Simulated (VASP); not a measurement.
Input of a VASP 6.6.1 run:

File INCAR:

```
ALGO     = Normal         # electronic algorithm
EDIFF    = 1E-6           # SCF threshold, eV
ENCUT    = 520            # plane-wave cutoff, eV
GGA      = PE             # functional
ISIF     = 2              # what is computed and relaxed
ISMEAR   = 0              # smearing method
IVDW     = 12             # dispersion correction
LASPH    = True           # aspherical terms in the spheres
LCHARG   = False          # write CHGCAR
LREAL    = Auto         
LWAVE    = False          # write WAVECAR
NBANDS   = 50             # bands
NELM     = 80             # most SCF steps
PREC     = Accurate       # precision mode
SIGMA    = 0.05           # smearing width, eV
```

KPOINTS

```
k-points
0
Gamma
  4 4 4
```

The input POSCAR:

```
N
1.0
   -5.6360689873      5.6360689873      0.0000000000
    0.0000000000      5.6360689873     -5.6360689873
   -5.6360689873      0.0000000000     -5.6360689873
N
15
Direct
    0.0397395774      0.0137005065      0.9195932505
   -0.0133338503      0.9679098166      0.5553894935
    0.5317155462      0.4135374328     -0.0014589069
    1.0370176471      0.5045374722      0.5436606626
    0.4115104881      0.0363459887      0.0138267470
    0.5369859749     -0.0124714584      0.5355060427
    0.0537375431      0.5174470906      0.0022773852
    0.9655961473      0.9813874728      0.0868412898
    0.4205585498      0.4933131596      0.5327042672
    0.4888605882      0.5798875080      0.9584809931
    0.9413168135      0.1308657686      0.4599886030
    0.5768596884      0.9539508853      0.9893466550
    0.2850504498      0.4938427841      0.4919024246
    0.9350353077      0.4892838441      0.9966644327
    0.4829334073      0.9364615678      0.4716929488
```

Potentials or basis: VASP PAW PBE potentials, release 64 (N).

The run is started by

```console
$ cat potpaw_PBE.64/N/POTCAR > POTCAR
$ mpirun -np 1 vasp_std > vasp.out
```

(1) Estimate the pressure.

(2) Estimate the largest force.

(3) Predict the dispersion energy per atom.

(4) Predict the band gap on the k mesh.

Results:

(1) -1.6 GPa.

(2) 10.493 eV/Å.

(3) -0.051 eV.

(4) zero (an odd number of electrons rules out a gap without spin polarisation).

Caveat: the standard files for N, O and F lose accuracy on very short bonds.
